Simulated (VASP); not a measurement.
Wanted: the native input for a VASP 6.6.1 run.

```
Task                   : single point
Functional             : PBEsol
Potentials or basis    : VASP PAW PBE potentials, release 64 (F)
Cutoff                 : 520 eV
k mesh                 : 4 × 4 × 2
Occupations            : gaussian, width 0.05 eV
Spin                   : no spin polarisation
Dipole correction      : no
Further INCAR settings : ALGO = Normal; EDIFF = 1e-07; NBANDS = 22
```

The structure of F lies in POSCAR:

```
F
1.0
    3.1573117572     -1.8146152765     -0.2435191204
    3.1573117572      1.8146152765     -0.2435191204
   -2.3740572529      0.0000000000      7.2670371310
F
4
Direct
    0.0848459664      0.0848459664      0.0740235354
    0.9151540336      0.9151540336      0.9259764646
    0.5015719855      0.5015719855      0.5937195244
    0.4984280145      0.4984280145      0.4062804756
```

This cell differs from its parent crystal: atoms shifted along a free coordinate.

One way to write it, as run:

INCAR

```
PREC     = Accurate       # precision mode
ENCUT    = 520            # plane-wave cutoff, eV
EDIFF    = 1E-7           # SCF threshold, eV
ISMEAR   = 0              # smearing method
SIGMA    = 0.05           # smearing width, eV
LREAL    = F              # projectors in reciprocal space
LASPH    = T              # aspherical terms in the spheres
NELM     = 80             # most SCF steps
ALGO     = Normal         # electronic algorithm
ISIF     = 2              # what is computed and relaxed
LWAVE    = F              # write WAVECAR
LCHARG   = T              # write CHGCAR
GGA      = PS             # functional
LELF     = T              # ELF
LVHAR    = T            
NBANDS   = 22             # bands
```

KPOINTS

```
regular mesh
0
Gamma
  4 4 2
```

Potentials or basis: VASP PAW PBE potentials, release 64 (F).

The run is started by

```bash
$ cat potpaw_PBE.64/F/POTCAR > POTCAR
$ mpirun -np 1 vasp_std > vasp.out
```

Results of the run:

- Pressure: 9.2 GPa
- Largest force: 12.558 eV/Å
- Band gap on the k mesh: 2.26 eV (least direct gap 2.31 eV)

Caveat: the k points lie up to 0.51 Å⁻¹ apart; the cell differs from its parent crystal (atoms shifted along a free coordinate); the standard files for N, O and F lose accuracy on very short bonds; the PAW data sets were made with another functional, which shifts forces and pressure a little.

Run time: 34 s on 1 thread of Intel(R) Xeon(R) Platinum 8559C (Emerald Rapids) (shared host), peak memory 0.19 GiB.
